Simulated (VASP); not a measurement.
# LaPPd3 (I-43m) in VASP: single point with PBE+D3(BJ)

Aim: the single point of LaPPd3 with PBE+D3(BJ).

Program: VASP 6.6.1. These are calculated values, not measurements. Logs are shortened: lines on timing, memory, paths and dates and some standing lists are left out, and cuts for length are marked.

### 1 The cell of the first run

The structure is cubic, space group I-43m (No. 217). The conventional cell has a = 8.991 Å, b = 8.991 Å, c = 8.991 Å, α = 90.00°, β = 90.00°, γ = 90.00°. Within 3.9 Å of La (site symmetry -43m) lie 4 P at 2.93 Å and 12 Pd at 3.47 Å. Within 3.9 Å of La (site symmetry -42m) lie 12 Pd at 2.95 to 3.22 Å and 4 P at 3.69 Å. Pd (site symmetry m) has 2 P at 2.36 to 2.44 Å and 6 Pd at 2.84 to 3.00 Å and 3 La at 2.95 to 3.22 Å within 3.3 Å. Within 3.1 Å of P (site symmetry 3m) lie 6 Pd at 2.36 to 2.44 Å and 1 La at 2.93 Å.

### 2 Single point, PBE+D3(BJ)

The input, INCAR:

```
SYSTEM = LaPPd3
PREC     = Accurate       ! precision mode
ENCUT    = 520            ! plane-wave cutoff, eV
EDIFF    = 1E-7           ! SCF threshold, eV
ISMEAR   = 0              ! smearing method
SIGMA    = 0.1            ! smearing width, eV
LREAL    = Auto         
LASPH    = .True.         ! aspherical terms in the spheres
NELM     = 60             ! most SCF steps
ALGO     = Normal         ! electronic algorithm
ISIF     = 2              ! what is computed and relaxed
LWAVE    = .False.        ! write WAVECAR
LCHARG   = .True.         ! write CHGCAR
GGA      = PE             ! functional
IVDW     = 12             ! dispersion correction
LELF     = .True.         ! ELF
LVHAR    = .True.       
NBANDS   = 108            ! bands
```

The input, KPOINTS:

```
regular mesh
0
Gamma
  6 6 6
  0 0 0
```

The input, POSCAR:

```
LaPPd3
1.0
   -4.4956759618      4.4956759618      4.4956759618
    4.4956759618     -4.4956759618      4.4956759618
    4.4956759618      4.4956759618     -4.4956759618
La Pd P
4 12 4
Direct
    0.0000000000      0.0000000000      0.0000000000
    0.0000000000      0.5000000000      0.5000000000
    0.5000000000      0.0000000000      0.5000000000
    0.5000000000      0.5000000000      0.0000000000
    0.3182999187      0.3182999187      0.5413645126
    0.6817000813      0.2230645939      0.0000000000
    0.7769354061      0.7769354061      0.4586354874
    0.2230645939      0.6817000813      0.0000000000
    0.5413645126      0.3182999187      0.3182999187
    1.0000000000      0.6817000813      0.2230645939
    0.4586354874      0.7769354061      0.7769354061
    0.0000000000      0.2230645939      0.6817000813
    0.3182999187      0.5413645126      0.3182999187
    0.2230645939      0.0000000000      0.6817000813
    0.7769354061      0.4586354874      0.7769354061
    0.6817000813      1.0000000000      0.2230645939
    0.6242134194      0.6242134194      0.6242134194
    0.3757865806      0.0000000000      0.0000000000
    0.0000000000      0.0000000000      0.3757865806
    0.0000000000      0.3757865806      0.0000000000
```

Potentials or basis: VASP PAW PBE potentials, release 64 (La, Pd, P).

On the command line:

```bash
$ cat potpaw_PBE.64/La/POTCAR potpaw_PBE.64/Pd/POTCAR potpaw_PBE.64/P/POTCAR > POTCAR
$ mpirun -np 1 vasp_std > vasp.out
```

OUTCAR:

```text
SYSTEM = LaPPd3
   PREC = Accurate
   ENCUT = 520
   EDIFF = 1E-7
   ISMEAR = 0
   LREAL = Auto
   LASPH = .True.
   NELM = 60
   ISIF = 2
   GGA = PE
   IVDW = 12
 IVDW          = 12

 ion  position               nearest neighbor table
   1  0.000  0.000  0.000-  17 2.93  18 2.93  19 2.93  20 2.93   8 3.47  10 3.47  12 3.47  14 3.47
                            16 3.47   9 3.47  13 3.47   5 3.47   6 3.47   7 3.47  15 3.47  11 3.47
   2  0.000  0.500  0.500-   9 2.95  10 2.95  11 2.95  12 2.95   7 3.22   8 3.22   5 3.22  14 3.22
                            15 3.22   6 3.22  16 3.22  13 3.22
   3  0.500  0.000  0.500-  13 2.95  14 2.95  15 2.95  16 2.95  12 3.22   5 3.22   6 3.22   7 3.22
                            11 3.22   8 3.22  10 3.22   9 3.22
   4  0.500  0.500  0.000-   5 2.95   6 2.95   7 2.95   8 2.95   9 3.22  10 3.22  11 3.22  13 3.22
                            15 3.22  16 3.22  14 3.22  12 3.22
   5  0.318  0.318  0.541-  19 2.36  17 2.44   9 2.84  13 2.84   4 2.95  14 3.00  15 3.00  12 3.00
                            11 3.00   3 3.22   2 3.22   1 3.47
   6  0.682  0.223  0.000-  20 2.36  18 2.44  11 2.84  16 2.84   4 2.95  14 3.00  10 3.00  15 3.00
                             9 3.00   2 3.22   3 3.22   1 3.47
   7  0.777  0.777  0.459-  17 2.36  19 2.44  12 2.84  14 2.84   4 2.95  13 3.00   9 3.00  10 3.00
                            16 3.00   3 3.22   2 3.22   1 3.47
   8  0.223  0.682  0.000-  18 2.36  20 2.44  10 2.84  15 2.84   4 2.95  12 3.00  16 3.00  11 3.00
                            13 3.00   3 3.22   2 3.22   1 3.47
   9  0.541  0.318  0.318-  18 2.36  17 2.44   5 2.84  13 2.84   2 2.95   7 3.00  15 3.00   6 3.00
                            16 3.00   4 3.22   3 3.22   1 3.47
  10  0.000  0.682  0.223-  19 2.36  20 2.44   8 2.84  15 2.84   2 2.95  14 3.00   6 3.00   7 3.00
                            13 3.00   3 3.22   4 3.22   1 3.47
  11  0.459  0.777  0.777-  17 2.36  18 2.44   6 2.84  16 2.84   2 2.95  13 3.00   5 3.00   8 3.00
                            14 3.00   3 3.22   4 3.22   1 3.47
  12  0.000  0.223  0.682-  20 2.36  19 2.44   7 2.84  14 2.84   2 2.95   8 3.00  16 3.00   5 3.00
                            15 3.00   4 3.22   3 3.22   1 3.47
  13  0.318  0.541  0.318-  20 2.36  17 2.44   5 2.84   9 2.84   3 2.95   7 3.00  11 3.00   8 3.00
                            10 3.00   4 3.22   2 3.22   1 3.47
  14  0.223  0.000  0.682-  18 2.36  19 2.44   7 2.84  12 2.84   3 2.95  10 3.00   6 3.00   5 3.00
                            11 3.00   4 3.22   2 3.22   1 3.47
  15  0.777  0.459  0.777-  17 2.36  20 2.44   8 2.84  10 2.84   3 2.95   9 3.00   6 3.00   5 3.00
                            12 3.00   2 3.22   4 3.22   1 3.47
  16  0.682  0.000  0.223-  19 2.36  18 2.44   6 2.84  11 2.84   3 2.95   8 3.00  12 3.00   7 3.00
                             9 3.00   2 3.22   4 3.22   1 3.47
  17  0.624  0.624  0.624-   7 2.36  11 2.36  15 2.36   5 2.44  13 2.44   9 2.44   1 2.93
  18  0.376  0.000  0.000-   9 2.36   8 2.36  14 2.36  11 2.44   6 2.44  16 2.44   1 2.93
  19  0.000  0.000  0.376-   5 2.36  10 2.36  16 2.36   7 2.44  14 2.44  12 2.44   1 2.93
  20  0.000  0.376  0.000-  13 2.36  12 2.36   6 2.36   8 2.44  10 2.44  15 2.44   1 2.93

  LATTYP: Found a body centered cubic cell.
 ALAT       =     8.9913519236

  Lattice vectors:

 A1 = (  -4.4956759618,   4.4956759618,   4.4956759618)
 A2 = (   4.4956759618,  -4.4956759618,   4.4956759618)
 A3 = (   4.4956759618,   4.4956759618,  -4.4956759618)

Analysis of symmetry for initial positions (statically):
=====================================================================
 Subroutine PRICEL returns:
 Original cell was already a primitive cell.

 Routine SETGRP: Setting up the symmetry group for a
 body centered cubic supercell.

 Subroutine GETGRP returns: Found 24 space group operations
 (whereof 24 operations were pure point group operations)
 out of a pool of 48 trial point group operations.

The static configuration has the point symmetry T_d .

Analysis of symmetry for dynamics (positions and initial velocities):
=====================================================================
 Subroutine PRICEL returns:
 Original cell was already a primitive cell.

 Routine SETGRP: Setting up the symmetry group for a
 body centered cubic supercell.

 Subroutine GETGRP returns: Found 24 space group operations
 (whereof 24 operations were pure point group operations)
 out of a pool of 48 trial point group operations.

The dynamic configuration has the point symmetry T_d .

 Subroutine INISYM returns: Found 24 space group operations
 (whereof 24 operations are pure point group operations),
 and found     1 'primitive' translations

----------------------------------------------------------------------------------------

                                     Primitive cell

  volume of cell :     363.4503

  direct lattice vectors                    reciprocal lattice vectors
    -4.495675962  4.495675962  4.495675962     0.000000000  0.111217980  0.111217980
     4.495675962 -4.495675962  4.495675962     0.111217980  0.000000000  0.111217980
     4.495675962  4.495675962 -4.495675962     0.111217980  0.111217980  0.000000000

  length of vectors
     7.786739180  7.786739180  7.786739180     0.157285976  0.157285976  0.157285976

  position of ions in fractional coordinates (direct lattice)
     0.000000000  0.000000000  0.000000000
     0.000000000  0.500000000  0.500000000
     0.500000000  0.000000000  0.500000000
     0.500000000  0.500000000  0.000000000
     0.318299919  0.318299919  0.541364513
     0.681700081  0.223064594  0.000000000
[... 12 lines left out ...]
     0.000000000  0.000000000  0.375786581
     0.000000000  0.375786581  0.000000000

  ion indices of the primitive-cell ions
   primitive index   ion index
                 1           1
                 2           2
                 3           3
                 4           4
                 5           5
                 6           6
[... 12 lines left out ...]
                19          19
                20          20

----------------------------------------------------------------------------------------

 KPOINTS: regular mesh

Automatic generation of k-mesh.
 Grid dimensions read from file:
 generate k-points for:    6    6    6

 Generating k-lattice:

  Cartesian coordinates                     Fractional coordinates (reciprocal lattice)
     0.000000000  0.018536330  0.018536330     0.166666667  0.000000000  0.000000000
     0.018536330  0.000000000  0.018536330     0.000000000  0.166666667  0.000000000
     0.018536330  0.018536330  0.000000000     0.000000000  0.000000000  0.166666667

  Length of vectors
     0.026214329  0.026214329  0.026214329

  Shift w.r.t. Gamma in fractional coordinates (k-lattice)
     0.000000000  0.000000000  0.000000000

 Subroutine IBZKPT returns following result:
 ===========================================

 Found     16 irreducible k-points:

 Following reciprocal coordinates:
            Coordinates               Weight
  0.000000  0.000000  0.000000      1.000000
  0.166667  0.000000  0.000000     12.000000
  0.333333  0.000000  0.000000     12.000000
  0.500000  0.000000  0.000000      6.000000
  0.166667  0.166667  0.000000     24.000000
  0.333333  0.166667  0.000000     48.000000
[... 8 lines left out ...]
  0.500000  0.500000  0.333333     12.000000
  0.500000  0.500000  0.500000      1.000000
   k-points           NKPTS =     16   k-points in BZ     NKDIM =     16   number of bands    NBANDS=    108
   number of dos      NEDOS =    301   number of ions     NIONS =     20
   total plane-waves  NPLWV = 216000
   dimension x,y,z NGX =    60 NGY =   60 NGZ =   60
   dimension x,y,z NGXF=   120 NGYF=  120 NGZF=  120
   ions per type =               4  12   4
   NGX,Y,Z   is equivalent  to a cutoff of  12.81, 12.81, 12.81 a.u.
   NGXF,Y,Z  is equivalent  to a cutoff of  25.62, 25.62, 25.62 a.u.
 SYSTEM =  LaPPd3
   PREC   = accura    normal or accurate (medium, high low for compatibility)
   ISTART =      0    job   : 0-new  1-cont  2-samecut
   ICHARG =      2    charge: 1-file 2-atom 10-const
   ISPIN  =      1    spin polarized calculation?
   LNONCOLLINEAR =      F non collinear calculations
   LSORBIT =      F    spin-orbit coupling
   LASPH  =      T    aspherical Exc in radial PAW
   ENCUT  =  520.0 eV  38.22 Ry    6.18 a.u.  14.48 14.48 14.48*2*pi/ulx,y,z
   NELM   =     60;   NELMIN=  2; NELMDL= -5     # of ELM steps
   EDIFF  = 0.1E-06   stopping-criterion for ELM
   LREAL  =      T    real-space projection
   EDIFFG = 0.1E-05   stopping-criterion for IOM
   NSW    =      0    number of steps for IOM
   IBRION =     -1    ionic relax: 0-MD 1-quasi-New 2-CG
   NFREE  =      0    steps in history (QN), initial steepest desc. (CG)
   ISIF   =      2    stress and relaxation
   ISYM   =      2    0-nonsym 1-usesym 2-fastsym
   POTIM  = 0.5000    time-step for ionic-motion
   TEBEG  =    0.0;   TEEND  =   0.0 temperature during run
   PSTRESS=    0.0 pullay stress
   NELECT =     184.0000    total number of electrons
   NUPDOWN=      -1.0000    fix difference up-down
   EMIN   =  10.00;   EMAX   =-10.00  energy-range for DOS
   EFERMI =   0.00;   METHOD = LEGACY
   ISMEAR =     0;   SIGMA  =   0.10  broadening in eV -4-tet -1-fermi 0-gaus
   EFERMI_NEDOS =   21; number of points for ismear=-14 and -15
   IALGO  =     38    algorithm
   IMIX   =      4    mixing-type and parameters
     AMIX     =   0.40;   BMIX     =  1.00
     AMIX_MAG =   1.60;   BMIX_MAG =  1.00
  volume/ion in A,a.u.               =      18.17       122.63
  Fermi-wavevector in a.u.,A,eV,Ry     =   1.304765  2.465649 23.162733  1.702413
  Thomas-Fermi vector in A             =   2.435679
   LORBIT       =      0    0 simple, 1 ext, 2 COOP (PROOUT), +10 PAW based schemes
   GGA     = PE    functional components
   LHFCALC =     F    Hartree Fock is set to
   AEXX    =    0.0000 exact exchange contribution
   IVDW    =    12    specifies the selected vdW correction
   LEPSILON=     F    determine dielectric tensor
   LRPA    =     F    only Hartree local field effects (RPA)
 non-spin polarized calculation
 Gauss-broadening in eV      SIGMA  =   0.10
  energy-cutoff  :      520.00
  volume of cell :      363.45
 maximum number of plane-waves:      9861
 NGX is ok and might be reduce to    60
   NGX = 29   NGY = 29   NGZ = 29

 number of electron     184.0000027 magnetization

 Free energy of the ion-electron system (eV)
  ---------------------------------------------------
  ext. energy  EPLUGINS =         0.00000000
  ---------------------------------------------------
  free energy    TOTEN  =      -122.26263459 eV

  energy without entropy =     -122.24800694  energy(sigma->0) =     -122.25532076

 E-fermi :   9.6957     XC(G=0): -11.7418

 val. band max:        9.6622777751   @ k =   0.1667   0.0000   0.0000
 cond. band min:       9.7618031900   @ k =   0.0000   0.0000   0.0000
 fundamental gap:      0.0995254149
 Fermi energy:         9.6957467222

 k-point     1 :       0.0000    0.0000    0.0000
  band No.  band energies     occupation
      1     -22.7119      2.00000
      2     -22.6447      2.00000
      3     -22.6326      2.00000
      4     -22.6326      2.00000
      5      -6.6578      2.00000
      6      -6.6578      2.00000
[... 1701 lines left out ...]
    103      11.8800      0.00000
    104      11.8800      0.00000
 [bands above 104 left out]

------------------------ aborting loop because EDIFF is reached ----------------------------------------

 Edisp (eV)  -11.25763

 E8    (eV) :    -5.2107

  FORCE on cell =-STRESS in cart. coord.  units (eV):
  Direction    XX          YY          ZZ          XY          YZ          ZX
  --------------------------------------------------------------------------------------
  -------------------------------------------------------------------------------------
  Total      -0.21986    -0.21986    -0.21986    -0.00000    -0.00000     0.00000
  in kB      -0.96917    -0.96917    -0.96917    -0.00000    -0.00000     0.00000
  external pressure =       -0.97 kB  Pullay stress =        0.00 kB

 VOLUME and BASIS-vectors are now :
 -----------------------------------------------------------------------------
  energy-cutoff  :      520.00
  volume of cell :      363.45
      direct lattice vectors                 reciprocal lattice vectors
    -4.495675962  4.495675962  4.495675962     0.000000000  0.111217980  0.111217980
     4.495675962 -4.495675962  4.495675962     0.111217980  0.000000000  0.111217980
     4.495675962  4.495675962 -4.495675962     0.111217980  0.111217980  0.000000000

 POSITION                                       TOTAL-FORCE (eV/Angst)
 -----------------------------------------------------------------------------------
      0.00000      0.00000      0.00000        -0.000000      0.000000      0.000000
      4.49568      0.00000      0.00000        -0.000000      0.000000      0.000000
      0.00000      4.49568      0.00000        -0.000000      0.000000      0.000000
      0.00000      0.00000      4.49568        -0.000000      0.000000      0.000000
      2.43380      2.43380      0.42815        -0.001295     -0.001295     -0.003379
     -2.06188      2.06188      4.06753        -0.001295      0.001295      0.003379
[... 12 lines left out ...]
      1.68941      1.68941     -1.68941        -0.006724     -0.006724      0.006724
      1.68941     -1.68941      1.68941        -0.006724      0.006724     -0.006724
 -----------------------------------------------------------------------------------
    total drift:                               -0.000000     -0.000000     -0.000000

  FREE ENERGIE OF THE ION-ELECTRON SYSTEM (eV)
  ---------------------------------------------------
  free  energy   TOTEN  =      -133.5202634184 eV

  energy  without entropy=     -133.5056357728  energy(sigma->0) =     -133.51294960
```

Run time: 33 min. Hardware: 1 thread of Intel Xeon Platinum 8559C (Emerald Rapids), shared host; peak memory 0.73 GiB.

What came out:

| Property | Result |
| --- | --- |
| Free energy | -133.5203 eV |
| Pressure | -0.1 GPa |
| Largest force | 0.012 eV/Å |
| Band gap on the k mesh | 0.02 eV (least direct gap 0.04 eV) |
| Dispersion energy per atom | -0.563 eV |

Forces on the atoms (eV/Å):
```
La   0.000  0.000  0.000
La   0.000  0.000  0.000
La   0.000  0.000  0.000
La   0.000  0.000  0.000
Pd  -0.001 -0.001 -0.003
Pd  -0.001  0.001  0.003
Pd   0.001  0.001 -0.003
Pd   0.001 -0.001  0.003
Pd  -0.003 -0.001 -0.001
Pd   0.003 -0.001  0.001
Pd  -0.003  0.001  0.001
Pd   0.003  0.001 -0.001
Pd  -0.001 -0.003 -0.001
Pd   0.001  0.003 -0.001
Pd   0.001 -0.003  0.001
Pd  -0.001  0.003  0.001
P    0.007  0.007  0.007
P    0.007 -0.007 -0.007
P   -0.007 -0.007  0.007
P   -0.007  0.007 -0.007
```

Caveat: the smearing spreads over this small gap; semilocal functionals underestimate gaps, and a narrow one can read as zero; spin-orbit coupling is left out, which moves the levels of the heavy elements. A k mesh can miss the band edges.

The gap in the log of VASP goes by the Fermi energy; the results here count the filled bands.